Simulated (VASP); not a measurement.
A run of VASP 6.6.1 is set up as follows.

File INCAR:

```
SYSTEM = Sn32HO64
ALGO = Normal
EDIFF = 1E-6
ENCUT = 520
GGA = PE
GGA_COMPAT = .FALSE.
ISIF = 2
ISMEAR = -1
LASPH = .TRUE.
LCHARG = .TRUE.
LELF = .TRUE.
LREAL = Auto
LVHAR = .TRUE.
LWAVE = .FALSE.
NBANDS = 470
NELECT = 832.0
NELM = 120
PREC = Accurate
SIGMA = 0.01
```

File KPOINTS:

```
k-points
0
G
  1 1 1
  0 0 0
```

Contents of POSCAR:

```
Sn32HO64
1.0
    0.0000000000      9.6549200600      6.4759066800
    9.6549200600      0.0000000000      6.4759066800
    9.6549200600      9.6549200600      0.0000000000
Sn O H
32 64 1
Direct
    0.1254502724      0.1251147036      0.1249406042
    0.3756363770      0.3755575821      0.3747692798
   -0.0002462970     -0.0013340828      0.0012877815
    0.2498192858      0.2517387055      0.2505331650
    0.1257630783      0.1250780710      0.6256122208
    0.3722846157      0.3789191330      0.8785142662
    0.0051409448     -0.0015148396      0.4986583710
    0.2394859410      0.2518642879      0.7550340301
    0.1256284276      0.6255758417      0.1244654009
    0.3752875415      0.8777201618      0.3730690000
   -0.0004828629      0.5007973027     -0.0000406882
    0.2508645798      0.7503653221      0.2493366955
    0.1258601505      0.6253407525      0.6245523977
    0.3756063115      0.8759177511      0.8743960216
    0.0008315310      0.5003372108      0.4993679270
    0.2503976770      0.7516885961      0.7490753426
    0.6250626376      0.1261365879      0.1241204676
    0.8752840467      0.3755918869      0.3747176864
    0.5009323239      0.0000726043     -0.0010752139
    0.7506367468      0.2501638815      0.2486982010
    0.6377789008      0.1134209575      0.6212799734
    0.8734775889      0.3759126047      0.8748750909
    0.5010348440      0.0005664613      0.4982994831
    0.7511134001      0.2502775587      0.7487289273
    0.6261226262      0.6254318324      0.1252541979
    0.8762466710      0.8749522313      0.3751254689
    0.4994570838      0.5013771418      0.0008995727
    0.7525464591      0.7514468525      0.2484975822
    0.6260781278      0.6257513564      0.6243041622
    0.8758678482      0.8753328122      0.8744582632
    0.4993357853      0.5117181505      0.4951805854
    0.7527112929      0.7460554697      0.7510866783
    0.0288627890      0.2210639920      0.3742493374
    0.2785777803      0.4726205126      0.1237239121
    0.2238503048      0.0301290504      0.3745897469
    0.4710266881      0.2801720873      0.1258152478
   -0.0004049294      0.0011768218      0.1534771968
    0.2492317004      0.2515132450      0.4046932878
    0.0030353426     -0.0012558922      0.3461841051
    0.2514141445      0.2487443776      0.0972113178
    0.0233602600      0.2205277823      0.8769009348
    0.2812502580      0.4699482657      0.6227180120
    0.2215986059      0.0309158222      0.8758450210
    0.4761360440      0.2750857816      0.6441642996
    0.0004851255      0.0010165925      0.6530031609
    0.2492631341      0.2536816320      0.9020030134
    0.0016016791     -0.0007310667      0.8465525022
    0.2554110124      0.2483667685      0.5974406763
    0.0296613232      0.7215365151      0.3740768683
    0.2798744816      0.9722939011      0.1219584676
    0.2226104316      0.5285845823      0.3760044299
    0.4725392521      0.7784412192      0.1261133525
   -0.0012998297      0.5014731300      0.1536677607
    0.2514967882      0.7503257421      0.4028764742
    0.0011778631      0.4994588505      0.3462046949
    0.2517370753      0.7500215410      0.0956427188
    0.0291322470      0.7220604990      0.8732586997
    0.2796363396      0.9726389770      0.6232714343
    0.2209213771      0.5302809763      0.8764482768
    0.4723431575      0.7791811681      0.6255014624
    0.0008637886      0.4997159617      0.6534951960
    0.2497364519      0.7524980799      0.9026371724
    0.0029317423      0.4975272642      0.8460346093
    0.2536559214      0.7482880729      0.5952944375
    0.5290778747      0.2221269068      0.3740034663
    0.7785653171      0.4715623270      0.1243333881
    0.7224663920      0.0287371307      0.3767334968
    0.9720189725      0.2788546071      0.1258320441
    0.4985926166      0.0047045237      0.1508247140
    0.7471660218      0.2519190872      0.4038212491
    0.5014362087      0.0006926748      0.3450344985
    0.7505127334      0.2497530628      0.0959648953
    0.5268091084      0.2243889384      0.8625142743
    0.7789024671      0.4713341375      0.6229252404
    0.7217205284      0.0294777931      0.8753557118
    0.9727498788      0.2786622543      0.6259135095
    0.4992798791      0.0040328732      0.6517076747
    0.7464807805      0.2526145897      0.9029225434
    0.5050667041     -0.0010509632      0.8432490803
    0.7522587461      0.2461289203      0.5960669335
    0.5306801380      0.7278410687      0.3695805222
    0.7789113546      0.9722928640      0.1235527787
    0.7202881666      0.5296012774      0.3771377001
    0.9726925438      0.7785163405      0.1255738450
    0.4996845069      0.5019554450      0.1542513395
    0.7500172397      0.7516091548      0.4030450620
    0.5028216154      0.4957918617      0.3500251716
    0.7519259939      0.7496016910      0.0962226843
    0.5301368280      0.7223284394      0.8729896999
    0.7852456637      0.9659529506      0.6225936165
    0.7210692328      0.5273450063      0.8773798270
    0.9740414598      0.7771515498      0.6257482362
    0.4975171010      0.5019415337      0.6537420247
    0.7501841560      0.7507209460      0.9033009003
    0.5024546631      0.4997842695      0.8461715195
    0.7524456342      0.7481661881      0.5967633398
    0.4842018394      0.2670161309      0.7166365982
```

Potentials or basis: VASP PAW PBE potentials, release 64 (Sn_d, O, H).

Command:

```bash
$ cat potpaw_PBE.64/Sn_d/POTCAR potpaw_PBE.64/O/POTCAR potpaw_PBE.64/H/POTCAR > POTCAR
$ mpirun -np 1 vasp_gam > vasp.out
```

(1) What does it give for the largest force?

Results:

(1) 0.097 eV/Å.

Caveat: the k points lie up to 0.67 Å⁻¹ apart; the cell carries a net charge on a neutralising background, which shifts energy and pressure.
